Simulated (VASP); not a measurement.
Here is a VASP 6.6.1 calculation.

The input INCAR:

```
  ALGO = Normal
  EDIFF = 1E-7
  ENCUT = 520
  GGA = PS
  ISIF = 2
  ISMEAR = 0
  LASPH = T
  LCHARG = F
  LREAL = F
  LWAVE = F
  NBANDS = 18
  NELM = 60
  PREC = Accurate
  SIGMA = 0.05
```

The input KPOINTS:

```
k-points
0
Gamma
  8 1 6
```

POSCAR

```
P
1.0
    3.5471164857      0.0000000000      0.0000000000
    0.0000000000     37.6647268912      0.0000000000
    0.0000000000      0.0000000000      4.2594337445
P
4
Direct
    0.0000000000      0.9696876239      0.5826201324
    0.0000000000      0.0303123761      0.4173798676
    0.5000000000      0.0303123761      0.0826201324
    0.5000000000      0.9696876239      0.9173798676
```

Potentials or basis: VASP PAW PBE potentials, release 64 (P).

The run is started by

```console
$ cat potpaw_PBE.64/P/POTCAR > POTCAR
$ mpirun -np 1 vasp_std > vasp.out
```

(1) What does it give for the largest force?

(2) Predict the band gap on the k mesh.

## Answers

(1) 1.140 eV/Å.

(2) 0.14 eV.

Caveat: the cell differs from its parent crystal (strain +0.080 along x and y, -0.040 along z); there is no dipole correction, which matters where the two faces differ; the PAW data sets were made with another functional, which shifts forces and pressure a little.
